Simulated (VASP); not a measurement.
# Au (Cmcm) in VASP: single point with PBEsol

Aim: the single point of Au with PBEsol.

Program: VASP 6.6.1. These are calculated values, not measurements. Logs are shortened: lines on timing, memory, paths and dates and some standing lists are left out, and cuts for length are marked.

## (1) The cell of the first run

Symmetry: Cmcm, No. 63, orthorhombic system. Conventional cell: a = 3.242 Å, b = 4.585 Å, c = 4.585 Å, α = 90.00°, β = 90.00°, γ = 90.00°. Within 3.7 Å of Au (site symmetry m2m) lie 14 Au at 2.81 to 3.31 Å.

## (2) Single point, PBEsol

INCAR

```
SYSTEM = Au
ALGO     = Fast           ! electronic algorithm
EDIFF    = 1E-7           ! SCF threshold, eV
ENCUT    = 520            ! plane-wave cutoff, eV
GGA      = PS             ! functional
ISIF     = 2              ! what is computed and relaxed
ISMEAR   = 0              ! smearing method
LASPH    = .TRUE.         ! aspherical terms in the spheres
LCHARG   = .FALSE.        ! write CHGCAR
LREAL    = .FALSE.        ! projectors in reciprocal space
LWAVE    = .FALSE.        ! write WAVECAR
NBANDS   = 18             ! bands
NELM     = 80             ! most SCF steps
PREC     = Accurate       ! precision mode
SIGMA    = 0.15           ! smearing width, eV
```

KPOINTS

```
k-points
0
G
  22 22 14
  0 0 0
```

POSCAR

```
Au
1.0
   -1.6210733944      1.6210733944      1.6210733944
    1.6210733944     -1.6210733944      1.6210733944
    3.2421467888      3.2421467888      0.0000000000
Au
2
Direct
    0.0109049162     -0.0109049162      0.0000000000
    0.4890950838      0.5109049162      0.5000000000
```

Potentials or basis: VASP PAW PBE potentials, release 64 (Au).

Started as:

```console
$ cat potpaw_PBE.64/Au/POTCAR > POTCAR
$ mpirun -np 1 vasp_std > vasp.out
```

OUTCAR:

```text
SYSTEM = Au
   EDIFF = 1E-7
   ENCUT = 520
   GGA = PS
   ISIF = 2
   ISMEAR = 0
   LASPH = .TRUE.
   LREAL = .FALSE.
   NELM = 80
   PREC = Accurate

 ion  position               nearest neighbor table
   1  0.011  0.989  0.000-   2 2.81   2 2.81   2 2.81   2 2.81   2 3.17   2 3.17   2 3.31   2 3.31

   2  0.489  0.511  0.500-   1 2.81   1 2.81   1 2.81   1 2.81   1 3.17   1 3.17   1 3.31   1 3.31

  LATTYP: Found a base centered orthorhombic cell.
 ALAT       =     3.2421467888
 B/A-ratio  =     1.4142135624
 C/A-ratio  =     1.4142135624

  Lattice vectors:

 A1 = (  -1.6210733944,   1.6210733944,   1.6210733944)
 A2 = (   1.6210733944,  -1.6210733944,   1.6210733944)
 A3 = (   3.2421467888,   3.2421467888,   0.0000000000)

Analysis of symmetry for initial positions (statically):
=====================================================================
 Subroutine PRICEL returns:
 Original cell was already a primitive cell.

 Routine SETGRP: Setting up the symmetry group for a
 base centered orthorhombic supercell.

 Subroutine GETGRP returns: Found  8 space group operations
 (whereof  4 operations were pure point group operations)
 out of a pool of  8 trial point group operations.

The static configuration has the point symmetry C_2v.
 The point group associated with its full space group is D_2h.

Analysis of symmetry for dynamics (positions and initial velocities):
=====================================================================
 Subroutine PRICEL returns:
 Original cell was already a primitive cell.

 Routine SETGRP: Setting up the symmetry group for a
 base centered orthorhombic supercell.

 Subroutine GETGRP returns: Found  8 space group operations
 (whereof  4 operations were pure point group operations)
 out of a pool of  8 trial point group operations.

The dynamic configuration has the point symmetry C_2v.
 The point group associated with its full space group is D_2h.

 Subroutine INISYM returns: Found  8 space group operations
 (whereof  4 operations are pure point group operations),
 and found     1 'primitive' translations

----------------------------------------------------------------------------------------

                                     Primitive cell

  volume of cell :      34.0799

  direct lattice vectors                    reciprocal lattice vectors
    -1.621073394  1.621073394  1.621073394    -0.154218804  0.154218804  0.308437608
     1.621073394 -1.621073394  1.621073394     0.154218804 -0.154218804  0.308437608
[... 86 lines left out ...]
   LREAL  =      F    real-space projection
   EDIFFG = 0.1E-05   stopping-criterion for IOM
   NSW    =      0    number of steps for IOM
   IBRION =     -1    ionic relax: 0-MD 1-quasi-New 2-CG
   NFREE  =      0    steps in history (QN), initial steepest desc. (CG)
   ISIF   =      2    stress and relaxation
   ISYM   =      2    0-nonsym 1-usesym 2-fastsym
   POTIM  = 0.5000    time-step for ionic-motion
   TEBEG  =    0.0;   TEEND  =   0.0 temperature during run
   PSTRESS=    0.0 pullay stress
   NELECT =      22.0000    total number of electrons
   NUPDOWN=      -1.0000    fix difference up-down
   EMIN   =  10.00;   EMAX   =-10.00  energy-range for DOS
   EFERMI =   0.00;   METHOD = LEGACY
   ISMEAR =     0;   SIGMA  =   0.15  broadening in eV -4-tet -1-fermi 0-gaus
   EFERMI_NEDOS =   21; number of points for ismear=-14 and -15
   IALGO  =     68    algorithm
   IMIX   =      4    mixing-type and parameters
     AMIX     =   0.40;   BMIX     =  1.00
     AMIX_MAG =   1.60;   BMIX_MAG =  1.00
  volume/ion in A,a.u.               =      17.04       114.99
  Fermi-wavevector in a.u.,A,eV,Ry     =   1.414869  2.673716 27.236900  2.001856
  Thomas-Fermi vector in A             =   2.536367
   LORBIT       =      0    0 simple, 1 ext, 2 COOP (PROOUT), +10 PAW based schemes
   GGA     = PS    functional components
   LHFCALC =     F    Hartree Fock is set to
   AEXX    =    0.0000 exact exchange contribution
   IVDW    =     0    specifies the selected vdW correction
   LEPSILON=     F    determine dielectric tensor
   LRPA    =     F    only Hartree local field effects (RPA)
 non-spin polarized calculation
 RMM-DIIS sequential band-by-band and
 Gauss-broadening in eV      SIGMA  =   0.15
  energy-cutoff  :      520.00
  volume of cell :       34.08
 maximum number of plane-waves:       936
 NGX is ok and might be reduce to    24
   NGX = 11   NGY = 11   NGZ = 17

 number of electron      22.0000001 magnetization

 Free energy of the ion-electron system (eV)
  ---------------------------------------------------
  ext. energy  EPLUGINS =         0.00000000
  ---------------------------------------------------
  free energy    TOTEN  =        -7.80812680 eV

  energy without entropy =       -7.80232191  energy(sigma->0) =       -7.80522436

 E-fermi :   9.2596     XC(G=0): -12.8873

 val. band max:        9.2588205073   @ k =   0.5000   0.4091   0.0714
 cond. band min:       9.2626033025   @ k =  -0.3182   0.2273   0.2857
 fundamental gap:      0.0037827952
 Fermi energy:         9.2596218870

 k-point     1 :       0.0000    0.0000    0.0000
  band No.  band energies     occupation
      1      -0.6309      2.00000
      2       2.0135      2.00000
      3       3.3222      2.00000
      4       4.4113      2.00000
      5       4.4361      2.00000
      6       4.4388      2.00000
[... 481 lines left out ...]
      5       4.1433      2.00000
      6       4.5586      2.00000
[... 10 lines left out ...]
     17      22.7109      0.00000
     18      24.9743      0.00000

 [... further k-points ...]

------------------------ aborting loop because EDIFF is reached ----------------------------------------

  FORCE on cell =-STRESS in cart. coord.  units (eV):
  Direction    XX          YY          ZZ          XY          YZ          ZX
  --------------------------------------------------------------------------------------
  -------------------------------------------------------------------------------------
  Total       -0.0230042     -0.0230042     -0.0163367      0.0402337      0.0000000     -0.0000000
  in kB       -1.0814829     -1.0814829     -0.7680269      1.8914838      0.0000000     -0.0000000
  external PRESSURE =      -0.9769976 kB  Pullay stress =       0.0000000 kB

 VOLUME and BASIS-vectors are now :
 -----------------------------------------------------------------------------
  energy-cutoff  :      520.00
  volume of cell :       34.08
      direct lattice vectors                 reciprocal lattice vectors
    -1.621073394  1.621073394  1.621073394    -0.154218804  0.154218804  0.308437608
     1.621073394 -1.621073394  1.621073394     0.154218804 -0.154218804  0.308437608
     3.242146789  3.242146789  0.000000000     0.154218804  0.154218804  0.000000000

 POSITION                                       TOTAL-FORCE (eV/Angst)
 -----------------------------------------------------------------------------------
      1.58572     -1.58572      1.62107         0.001985     -0.001985      0.000000
      1.65643      1.58572      1.62107        -0.001985      0.001985      0.000000
 -----------------------------------------------------------------------------------
    total drift:                               -0.000000      0.000000      0.000000

  FREE ENERGIE OF THE ION-ELECTRON SYSTEM (eV)
  ---------------------------------------------------
  free  energy   TOTEN  =        -7.8081267989 eV

  energy  without entropy=       -7.8023219127  energy(sigma->0) =       -7.80522436
```

OSZICAR:

```text
N       E                     dE             d eps       ncg     rms          rms(c)
DAV:   1     0.123240318853E+03    0.12324E+03   -0.11570E+04 39264   0.117E+03
DAV:   2    -0.635104079509E+01   -0.12959E+03   -0.12330E+03 40776   0.261E+02
DAV:   3    -0.850229270724E+01   -0.21513E+01   -0.21406E+01 44042   0.341E+01
DAV:   4    -0.851192312121E+01   -0.96304E-02   -0.96295E-02 41100   0.244E+00
DAV:   5    -0.851200695285E+01   -0.83832E-04   -0.83832E-04 41840   0.240E-01    0.131E+01
RMM:   6    -0.785850139286E+01    0.65351E+00   -0.11567E+00 38325   0.797E+00    0.816E+00
RMM:   7    -0.781423373415E+01    0.44268E-01   -0.15412E-01 38892   0.306E+00    0.360E+00
RMM:   8    -0.780824134782E+01    0.59924E-02   -0.18141E-02 39215   0.104E+00    0.594E-01
RMM:   9    -0.780812517270E+01    0.11618E-03   -0.13205E-03 41126   0.275E-01    0.173E-01
RMM:  10    -0.780813474252E+01   -0.95698E-05   -0.19360E-04 41489   0.926E-02    0.169E-01
RMM:  11    -0.780812674195E+01    0.80006E-05   -0.35779E-05 41154   0.409E-02    0.177E-02
RMM:  12    -0.780812692550E+01   -0.18355E-06   -0.44146E-06 41481   0.135E-02    0.159E-02
RMM:  13    -0.780812669772E+01    0.22778E-06   -0.11845E-06 41128   0.764E-03    0.297E-03
RMM:  14    -0.780812683697E+01   -0.13925E-06   -0.14121E-07 29166   0.225E-03    0.952E-04
RMM:  15    -0.780812679893E+01    0.38042E-07   -0.31573E-08 22491   0.112E-03
   1 F= -.78081268E+01 E0= -.78052244E+01  d E =-.580489E-02
```

stdout:

```text
POSCAR found type information on POSCAR Au
 POSCAR found :  1 types and       2 ions
 scaLAPACK will be used
 -----------------------------------------------------------------------------
|                                                                             |
|                                                                             |
|     You enforced a specific xc type in the INCAR file but a different       |
|     I HOPE YOU KNOW WHAT YOU ARE DOING!                                     |
|                                                                             |
 -----------------------------------------------------------------------------

 LDA part: xc-table for (Slater+PW92), standard interpolation
 POSCAR, INCAR and KPOINTS ok, starting setup
 FFT: planning ... GRIDC
 FFT: planning ... GRID_SOFT
 FFT: planning ... GRID
 WAVECAR not read
 entering main loop
WARNING in EDDRMM: call to ZHEGV failed, returncode =   8  4     18
```

Wall time 9.9 min (1 thread of AMD EPYC 7R43 (Zen 3), shared host); peak memory 0.55 GiB.

Results:

| Property | Result |
| --- | --- |
| Free energy | -7.8081 eV |
| Pressure | -0.1 GPa |
| Band gap on the k mesh | zero (bands 11 and 12 overlap by 6.61 eV) |

Forces in eV/Å, atoms in the order of the input:
```
Au   0.002 -0.002  0.000
Au  -0.002  0.002  0.000
```

Stress tensor (GPa, compression positive):
```
-0.11  0.19  0.00
 0.19 -0.11  0.00
 0.00  0.00 -0.08
```

Levels at points of the mesh, in eV from the Fermi level:
```
           k point  band 7  band 8  band 9  band 10  band 11  band 12  band 13  band 14  band 15  band 16
(0.00, 0.00, 0.00)   -3.04   -2.91   -2.90    -2.66    -1.35    -0.67     3.58    12.39    13.94    16.53
(0.50, 0.00, 0.00)   -3.37   -2.87   -2.61    -2.56     0.48     0.58     6.51     6.71     9.12     9.72
(0.50, 0.50, 0.00)   -1.81   -1.73   -1.71    -1.34    -0.59     3.56     6.27     6.30     6.33     9.71
(0.00, 0.00, 0.50)   -3.32   -3.32   -3.27    -3.27    -2.76    -2.76    12.17    12.17    14.93    14.93
(0.50, 0.00, 0.50)   -2.68   -2.68   -1.36    -1.36    -0.65    -0.65     3.58     3.58    12.41    12.41
(0.50, 0.50, 0.50)   -3.57   -3.57   -1.53    -1.53     3.29     3.29     3.98     3.98    10.14    10.14
```

Caveat: the PAW data sets were made with another functional, which shifts forces and pressure a little; spin-orbit coupling is left out, which moves the levels of the heavy elements.
